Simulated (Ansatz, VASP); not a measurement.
# MoRh in VASP and in Ansatz

The input INCAR:

```
PREC     = Accurate       # precision mode
ENCUT    = 500            # plane-wave cutoff, eV
EDIFF    = 1E-6           # SCF threshold, eV
ISMEAR   = 1              # smearing method
SIGMA    = 0.1            # smearing width, eV
LREAL    = F              # projectors in reciprocal space
LASPH    = T              # aspherical terms in the spheres
NELM     = 120            # most SCF steps
ALGO     = Normal         # electronic algorithm
ISIF     = 2              # what is computed and relaxed
LWAVE    = F              # write WAVECAR
LCHARG   = F              # write CHGCAR
GGA      = CA             # functional
NBANDS   = 22             # bands
GGA_COMPAT= F
```

Contents of KPOINTS:

```
Automatic mesh
0
Gamma
  12 12 7
```

POSCAR

```
MoRh
1.0
    2.7954300000      0.0000000000      0.0000000000
   -1.3977150000      2.4209133945      0.0000000000
    0.0000000000      0.0000000000      4.4373700000
Mo Rh
1 1
Direct
    0.0000000000      0.0000000000      0.5000000000
    0.3333333333      0.6666666667      0.0000000000
```

Input for Ansatz:

```yaml
crystal:
  lattice:
    a: 2.79543
    b: 2.79543
    c: 4.43737
    alpha: 90.0
    beta: 90.0
    gamma: 120.0
  space_group: 187
  atoms:
    - { symbol: Mo, position: [0.0, 0.0, 0.5] }
    - { symbol: Rh, position: [0.3333333333333333, 0.6666666666666666, 0.0] }
basis:
  ecutwfc: 550.0
kpoints:
  mp_grid:
    grid: [12, 12, 7]
hamiltonian:
  xc: lda
scf:
  convergence:
    dr2_threshold: 1.0e-09
  occupations:
    method: methfessel_paxton
    width: 0.1
output:
  stress: true
```

Alike in both runs: task single point; functional LDA; k mesh 12 × 12 × 7; occupations methfessel-paxton of order 1, width 0.1 eV; no spin polarisation.

```csv
,VASP,Ansatz
version,VASP 6.6.1,Ansatz 0.2.0
potentials or method,"VASP PAW LDA potentials, release 64 (Mo_sv, Rh_pv), cutoff 500 eV","plane waves, PAW"
valence electrons in the cell,29,31
```

```tsv
	VASP	Ansatz	Ansatz less VASP
pressure (GPa)	-17.0	-17.9	-0.93
traceless stress, the component that is largest in VASP (GPa)	1.87	1.83	-0.040
```

LDA's correlation is that of Perdew and Zunger in VASP and of Perdew and Wang (1992) in Ansatz. VASP's potentials hold 29 valence electrons a cell and Ansatz's 31, so a difference there can come from the potentials and not from the codes. Ansatz's warnings: stress scf threshold loose.
